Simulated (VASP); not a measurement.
# MgO2 (R-3m) in VASP: a series of runs

Runs on MgO2. Level: PBEsol. Tasks: single point.

Everything below comes from runs of VASP 6.6.1. Logs are shortened: lines on timing, memory, paths and dates and some standing lists are left out, and cuts for length are marked.

### 1 The cell of the first run

The structure is trigonal, space group R-3m (No. 166). The conventional cell has a = 3.161 Å, b = 3.161 Å, c = 10.482 Å, α = 90.00°, β = 90.00°, γ = 120.00°. Mg (site symmetry -3m) has 6 O at 2.08 Å within 2.8 Å. O (site symmetry 3m) has 1 O at 1.49 Å within 2.0 Å.

### 2 Single point, PBEsol (strain -0.015 along x and y, +0.000 along z)

The input, INCAR:

```
SYSTEM = MgO2
PREC = Accurate
ENCUT = 840
EDIFF = 1E-6
ISMEAR = 0
SIGMA = 0.05
LREAL = .False.
LASPH = .True.
NELM = 120
ALGO = Normal
ISIF = 2
LWAVE = .False.
LCHARG = .False.
GGA = PS
NBANDS = 18
GGA_COMPAT = .False.
```

The input, KPOINTS:

```
Automatic mesh
0
Gamma
  12 12 12
  0 0 0
```

The input, POSCAR:

```
MgO2
1.0
    1.5806896008      0.9126115665      3.4939788749
   -1.5806896008      0.9126115665      3.4939788749
    0.0000000000     -1.8252231330      3.4939788749
Mg O
1 2
Direct
    0.0000000000      0.0000000000      0.0000000000
    0.4287860000      0.4287860000      0.4287860000
    0.5712140000      0.5712140000      0.5712140000
```

Potentials or basis: VASP PAW PBE potentials, release 64 (Mg_sv, O).

Run with:

```
$ cat potpaw_PBE.64/Mg_sv/POTCAR potpaw_PBE.64/O/POTCAR > POTCAR
$ mpirun -np 1 vasp_std > vasp.out
```

OUTCAR:

```text
SYSTEM = MgO2
   PREC = Accurate
   ENCUT = 840
   EDIFF = 1E-6
   ISMEAR = 0
   LREAL = .False.
   LASPH = .True.
   NELM = 120
   ISIF = 2
   GGA = PS

 ion  position               nearest neighbor table
   1  0.000  0.000  0.000-   3 2.08   2 2.08   3 2.08   3 2.08   2 2.08   2 2.08
   2  0.429  0.429  0.429-   3 1.49   1 2.08   1 2.08   1 2.08
   3  0.571  0.571  0.571-   2 1.49   1 2.08   1 2.08   1 2.08

  LATTYP: Found a trigonal (rhomboedric) cell.
 ALAT       =     3.9419954165
 COS(alpha) =     0.6784185731

  Lattice vectors:

 A1 = (   1.5806896008,   0.9126115665,   3.4939788749)
 A2 = (  -1.5806896008,   0.9126115665,   3.4939788749)
 A3 = (   0.0000000000,  -1.8252231330,   3.4939788749)

Analysis of symmetry for initial positions (statically):
=====================================================================
 Subroutine PRICEL returns:
 Original cell was already a primitive cell.

 Routine SETGRP: Setting up the symmetry group for a
 trigonal (rhombohedral) supercell.

 Subroutine GETGRP returns: Found 12 space group operations
 (whereof 12 operations were pure point group operations)
 out of a pool of 12 trial point group operations.

The static configuration has the point symmetry D_3d.

Analysis of symmetry for dynamics (positions and initial velocities):
=====================================================================
 Subroutine PRICEL returns:
 Original cell was already a primitive cell.

 Routine SETGRP: Setting up the symmetry group for a
 trigonal (rhombohedral) supercell.

 Subroutine GETGRP returns: Found 12 space group operations
 (whereof 12 operations were pure point group operations)
 out of a pool of 12 trial point group operations.

The dynamic configuration has the point symmetry D_3d.

 Subroutine INISYM returns: Found 12 space group operations
 (whereof 12 operations are pure point group operations),
 and found     1 'primitive' translations

----------------------------------------------------------------------------------------

                                     Primitive cell

  volume of cell :      30.2416

  direct lattice vectors                    reciprocal lattice vectors
     1.580689601  0.912611566  3.493978875     0.316317637  0.182626073  0.095402218
    -1.580689601  0.912611566  3.493978875    -0.316317637  0.182626073  0.095402218
     0.000000000 -1.825223133  3.493978875     0.000000000 -0.365252146  0.095402218

  length of vectors
     3.941995416  3.941995416  3.941995416     0.377505912  0.377505912  0.377505912

  position of ions in fractional coordinates (direct lattice)
     0.000000000  0.000000000  0.000000000
     0.428786000  0.428786000  0.428786000
     0.571214000  0.571214000  0.571214000

  ion indices of the primitive-cell ions
   primitive index   ion index
                 1           1
                 2           2
                 3           3

----------------------------------------------------------------------------------------

 KPOINTS: Automatic mesh

Automatic generation of k-mesh.
 Grid dimensions read from file:
 generate k-points for:   12   12   12

 Generating k-lattice:

  Cartesian coordinates                     Fractional coordinates (reciprocal lattice)
     0.026359803  0.015218839  0.007950185     0.083333333 -0.000000000  0.000000000
    -0.026359803  0.015218839  0.007950185    -0.000000000  0.083333333  0.000000000
     0.000000000 -0.030437679  0.007950185     0.000000000  0.000000000  0.083333333

  Length of vectors
     0.031458826  0.031458826  0.031458826

  Shift w.r.t. Gamma in fractional coordinates (k-lattice)
     0.000000000  0.000000000  0.000000000

 Subroutine IBZKPT returns following result:
 ===========================================

 Found    189 irreducible k-points:

 Following reciprocal coordinates:
            Coordinates               Weight
  0.000000  0.000000  0.000000      1.000000
  0.083333  0.000000  0.000000      6.000000
  0.166667  0.000000  0.000000      6.000000
  0.250000  0.000000  0.000000      6.000000
  0.333333  0.000000  0.000000      6.000000
  0.416667  0.000000  0.000000      6.000000
[... 16 lines left out ...]
  0.500000  0.166667  0.000000     12.000000
 -0.416667  0.166667  0.000000     12.000000
 [... further k-points ...]
   k-points           NKPTS =    189   k-points in BZ     NKDIM =    189   number of bands    NBANDS=     18
   number of dos      NEDOS =    301   number of ions     NIONS =      3
   total plane-waves  NPLWV =  64000
   dimension x,y,z NGX =    40 NGY =   40 NGZ =   40
   dimension x,y,z NGXF=    80 NGYF=   80 NGZF=   80
   ions per type =               1   2
   NGX,Y,Z   is equivalent  to a cutoff of  16.87, 16.87, 16.87 a.u.
   NGXF,Y,Z  is equivalent  to a cutoff of  33.74, 33.74, 33.74 a.u.
 SYSTEM =  MgO2
   PREC   = accura    normal or accurate (medium, high low for compatibility)
   ISTART =      0    job   : 0-new  1-cont  2-samecut
   ICHARG =      2    charge: 1-file 2-atom 10-const
   ISPIN  =      1    spin polarized calculation?
   LNONCOLLINEAR =      F non collinear calculations
   LSORBIT =      F    spin-orbit coupling
   LASPH  =      T    aspherical Exc in radial PAW
   ENCUT  =  840.0 eV  61.74 Ry    7.86 a.u.   9.32  9.32  9.32*2*pi/ulx,y,z
   NELM   =    120;   NELMIN=  2; NELMDL= -5     # of ELM steps
   EDIFF  = 0.1E-05   stopping-criterion for ELM
   LREAL  =      F    real-space projection
   EDIFFG = 0.1E-04   stopping-criterion for IOM
   NSW    =      0    number of steps for IOM
   IBRION =     -1    ionic relax: 0-MD 1-quasi-New 2-CG
   NFREE  =      0    steps in history (QN), initial steepest desc. (CG)
   ISIF   =      2    stress and relaxation
   ISYM   =      2    0-nonsym 1-usesym 2-fastsym
   POTIM  = 0.5000    time-step for ionic-motion
   TEBEG  =    0.0;   TEEND  =   0.0 temperature during run
   PSTRESS=    0.0 pullay stress
   NELECT =      22.0000    total number of electrons
   NUPDOWN=      -1.0000    fix difference up-down
   EMIN   =  10.00;   EMAX   =-10.00  energy-range for DOS
   EFERMI =   0.00;   METHOD = LEGACY
   ISMEAR =     0;   SIGMA  =   0.05  broadening in eV -4-tet -1-fermi 0-gaus
   EFERMI_NEDOS =   21; number of points for ismear=-14 and -15
   IALGO  =     38    algorithm
   IMIX   =      4    mixing-type and parameters
     AMIX     =   0.40;   BMIX     =  1.00
     AMIX_MAG =   1.60;   BMIX_MAG =  1.00
  volume/ion in A,a.u.               =      10.08        68.03
  Fermi-wavevector in a.u.,A,eV,Ry     =   1.472361  2.782359 29.495355  2.167847
  Thomas-Fermi vector in A             =   2.587385
   LORBIT       =      0    0 simple, 1 ext, 2 COOP (PROOUT), +10 PAW based schemes
   GGA     = PS    functional components
   LHFCALC =     F    Hartree Fock is set to
   AEXX    =    0.0000 exact exchange contribution
   IVDW    =     0    specifies the selected vdW correction
   LEPSILON=     F    determine dielectric tensor
   LRPA    =     F    only Hartree local field effects (RPA)
 non-spin polarized calculation
 Gauss-broadening in eV      SIGMA  =   0.05
  energy-cutoff  :      840.00
  volume of cell :       30.24
 maximum number of plane-waves:      1691
 NGX is ok and might be reduce to    40
   NGX = 19   NGY = 19   NGZ = 19

 number of electron      21.9999999 magnetization

 Free energy of the ion-electron system (eV)
  ---------------------------------------------------
  ext. energy  EPLUGINS =         0.00000000
  ---------------------------------------------------
  free energy    TOTEN  =       -17.19165732 eV

  energy without entropy =      -17.19165732  energy(sigma->0) =      -17.19165732

 E-fermi :   2.8938     XC(G=0): -10.7788

 val. band max:        2.6142576749   @ k =   0.5000   0.5000   0.5000
 cond. band min:       4.7791963980   @ k =   0.5000   0.5000   0.5000
 fundamental gap:      2.1649387231
 Fermi energy:         2.8937808385

 k-point     1 :       0.0000    0.0000    0.0000
  band No.  band energies     occupation
      1     -70.3339      2.00000
      2     -37.2981      2.00000
      3     -37.2755      2.00000
      4     -37.2755      2.00000
      5     -18.7280      2.00000
      6     -11.9209      2.00000
[... 10 lines left out ...]
     17      17.5954      0.00000
     18      19.5210      0.00000

 k-point     2 :       0.0833    0.0000    0.0000
  band No.  band energies     occupation
      1     -70.3336      2.00000
      2     -37.2977      2.00000
      3     -37.2782      2.00000
      4     -37.2760      2.00000
      5     -18.6924      2.00000
      6     -11.9418      2.00000
[... 10 lines left out ...]
     17      17.7957      0.00000
     18      19.1831      0.00000

 k-point     3 :       0.1667    0.0000    0.0000
  band No.  band energies     occupation
      1     -70.3332      2.00000
      2     -37.2967      2.00000
      3     -37.2859      2.00000
      4     -37.2776      2.00000
      5     -18.5933      2.00000
      6     -11.9986      2.00000
[... 10 lines left out ...]
     17      18.3776      0.00000
     18      18.4358      0.00000

 k-point     4 :       0.2500    0.0000    0.0000
  band No.  band energies     occupation
      1     -70.3325      2.00000
      2     -37.2972      2.00000
      3     -37.2945      2.00000
      4     -37.2798      2.00000
      5     -18.4536      2.00000
      6     -12.0765      2.00000
[... 10 lines left out ...]
     17      17.8256      0.00000
     18      19.2581      0.00000

 k-point     5 :       0.3333    0.0000    0.0000
  band No.  band energies     occupation
      1     -70.3317      2.00000
      2     -37.3070      2.00000
      3     -37.2936      2.00000
      4     -37.2820      2.00000
      5     -18.3084      2.00000
      6     -12.1554      2.00000
[... 10 lines left out ...]
     17      17.6165      0.00000
     18      19.9286      0.00000

 k-point     6 :       0.4167    0.0000    0.0000
  band No.  band energies     occupation
      1     -70.3313      2.00000
      2     -37.3146      2.00000
      3     -37.2926      2.00000
      4     -37.2836      2.00000
      5     -18.1982      2.00000
      6     -12.2141      2.00000
[... 10 lines left out ...]
     17      17.3670      0.00000
     18      20.0997      0.00000

 k-point     7 :       0.5000    0.0000    0.0000
  band No.  band energies     occupation
      1     -70.3311      2.00000
      2     -37.3173      2.00000
      3     -37.2922      2.00000
      4     -37.2842      2.00000
      5     -18.1570      2.00000
      6     -12.2360      2.00000
[... 10 lines left out ...]
     17      17.1545      0.00000
     18      20.1483      0.00000

 k-point     8 :       0.0833    0.0833    0.0000
  band No.  band energies     occupation
      1     -70.3336      2.00000
      2     -37.2978      2.00000
      3     -37.2782      2.00000
      4     -37.2761      2.00000
      5     -18.6826      2.00000
      6     -11.9854      2.00000
[... 10 lines left out ...]
     17      17.6965      0.00000
     18      19.1265      0.00000
[... 229 lines left out ...]
     17      17.9605      0.00000
     18      18.5239      0.00000

 k-point    20 :       0.2500    0.1667    0.0000
  band No.  band energies     occupation
      1     -70.3327      2.00000
      2     -37.2963      2.00000
      3     -37.2918      2.00000
      4     -37.2797      2.00000
      5     -18.4593      2.00000
      6     -12.2406      2.00000
[... 10 lines left out ...]
     17      18.2144      0.00000
     18      18.8297      0.00000

 k-point    21 :       0.3333    0.1667    0.0000
  band No.  band energies     occupation
      1     -70.3321      2.00000
      2     -37.2995      2.00000
      3     -37.2950      2.00000
      4     -37.2830      2.00000
      5     -18.3331      2.00000
      6     -12.3145      2.00000
[... 10 lines left out ...]
     17      18.3515      0.00000
     18      19.4106      0.00000

 k-point    22 :       0.4167    0.1667    0.0000
  band No.  band energies     occupation
      1     -70.3314      2.00000
      2     -37.3066      2.00000
      3     -37.2937      2.00000
      4     -37.2866      2.00000
      5     -18.2134      2.00000
      6     -12.3507      2.00000
[... 10 lines left out ...]
     17      18.0431      0.00000
     18      19.9430      0.00000

 k-point    23 :       0.5000    0.1667    0.0000
  band No.  band energies     occupation
      1     -70.3310      2.00000
      2     -37.3116      2.00000
      3     -37.2926      2.00000
      4     -37.2896      2.00000
      5     -18.1345      2.00000
      6     -12.3389      2.00000
[... 10 lines left out ...]
     17      17.5036      0.00000
     18      20.1942      0.00000

 k-point    24 :      -0.4167    0.1667    0.0000
  band No.  band energies     occupation
      1     -70.3308      2.00000
      2     -37.3135      2.00000
      3     -37.2920      2.00000
      4     -37.2907      2.00000
      5     -18.1204      2.00000
      6     -12.2804      2.00000
[... 10 lines left out ...]
     17      17.2196      0.00000
     18      20.1871      0.00000

 [... further k-points ...]

------------------------ aborting loop because EDIFF is reached ----------------------------------------

  FORCE on cell =-STRESS in cart. coord.  units (eV):
  Direction    XX          YY          ZZ          XY          YZ          ZX
  --------------------------------------------------------------------------------------
  -------------------------------------------------------------------------------------
  Total        0.1115526      0.1115526     -1.0274122      0.0000000      0.0000000      0.0000000
  in kB        5.9099830      5.9099830    -54.4316142      0.0000000      0.0000000      0.0000000
  external PRESSURE =     -14.2038827 kB  Pullay stress =       0.0000000 kB

 VOLUME and BASIS-vectors are now :
 -----------------------------------------------------------------------------
  energy-cutoff  :      840.00
  volume of cell :       30.24
      direct lattice vectors                 reciprocal lattice vectors
     1.580689601  0.912611566  3.493978875     0.316317637  0.182626073  0.095402218
    -1.580689601  0.912611566  3.493978875    -0.316317637  0.182626073  0.095402218
     0.000000000 -1.825223133  3.493978875     0.000000000 -0.365252146  0.095402218

 POSITION                                       TOTAL-FORCE (eV/Angst)
 -----------------------------------------------------------------------------------
      0.00000      0.00000      0.00000         0.000000      0.000000      0.000000
      0.00000      0.00000      4.49451         0.000000      0.000000      0.379296
      0.00000      0.00000      5.98743         0.000000      0.000000     -0.379296
 -----------------------------------------------------------------------------------
    total drift:                                0.000000     -0.000000      0.000000

  FREE ENERGIE OF THE ION-ELECTRON SYSTEM (eV)
  ---------------------------------------------------
  free  energy   TOTEN  =       -17.1916573243 eV

  energy  without entropy=      -17.1916573243  energy(sigma->0) =      -17.19165732
```

Run time: 3.4 min. Hardware: 1 thread of AMD EPYC 7R13 (Zen 3), shared host; peak memory 0.33 GiB.

What came out:

- Free energy: -17.1917 eV
- Pressure: -1.4 GPa
- Largest force: 0.379 eV/Å
- Band gap on the k mesh: 2.16 eV

Forces on the atoms (eV/Å):
```
Mg   0.000  0.000  0.000
O    0.000  0.000  0.379
O    0.000  0.000 -0.379
```

Caveat: the cell differs from its parent crystal (strain -0.015 along x and y, +0.000 along z); the stress differs along the axes, from -5 to 1 GPa; the PAW data sets were made with another functional, which shifts forces and pressure a little. A k mesh can miss the band edges.

### 3 Single point, PBEsol (strain -0.015 along x and y, -0.030 along z)

The input, INCAR:

```
PREC = Accurate
ENCUT = 840
EDIFF = 1E-6
ISMEAR = 0
SIGMA = 0.05
LREAL = False
LASPH = True
NELM = 120
ALGO = Normal
ISIF = 2
LWAVE = False
LCHARG = False
GGA = PS
NBANDS = 18
GGA_COMPAT = False
```

The input, KPOINTS:

```
regular mesh
0
Gamma
  12 12 12
```

The input, POSCAR:

```
MgO2
1.0
    1.5806896008      0.9126115665      3.3891595087
   -1.5806896008      0.9126115665      3.3891595087
    0.0000000000     -1.8252231330      3.3891595087
Mg O
1 2
Direct
    0.0000000000      0.0000000000      0.0000000000
    0.4287860000      0.4287860000      0.4287860000
    0.5712140000      0.5712140000      0.5712140000
```

Potentials or basis: VASP PAW PBE potentials, release 64 (Mg_sv, O).

Run with:

```
$ cat potpaw_PBE.64/Mg_sv/POTCAR potpaw_PBE.64/O/POTCAR > POTCAR
$ mpirun -np 1 vasp_std > vasp.out
```

Wall time 2.3 min (1 thread of Intel Xeon Platinum 8259CL at 2.50GHz (Skylake/Cascade Lake), shared host); peak memory 0.33 GiB.

It converged, with:

* Free energy: -17.1736 eV
* Pressure: 5.0 GPa
* Largest force: 0.547 eV/Å
* Band gap on the k mesh: 2.82 eV

Forces in eV/Å, atoms in the order of the input:
```
Mg   0.000  0.000  0.000
O    0.000  0.000 -0.547
O    0.000  0.000  0.547
```

Stress tensor (GPa, compression positive):
```
 1.54  0.00  0.00
 0.00  1.54  0.00
 0.00  0.00 11.78
```

Levels at points of the mesh, in eV from the valence-band top:
| k point | band 9 | band 10 | band 11 | band 12 | band 13 | band 14 |
| --- | --- | --- | --- | --- | --- | --- |
| (0.00, 0.00, 0.00) | -3.73 | -0.93 | -0.93 | 4.53 | 5.27 | 12.61 |
| (0.50, 0.00, 0.00) | -4.10 | -1.39 | -1.15 | 4.62 | 8.55 | 10.41 |
| (0.50, 0.50, 0.00) | -4.82 | -2.27 | -0.14 | 4.01 | 7.56 | 11.05 |
| (0.50, 0.50, 0.50) | -4.31 | 0.00 | 0.00 | 2.82 | 4.67 | 9.93 |

Caveat: the cell differs from its parent crystal (strain -0.015 along x and y, -0.030 along z); the stress differs along the axes, from 2 to 12 GPa; the PAW data sets were made with another functional, which shifts forces and pressure a little. A k mesh can miss the band edges.
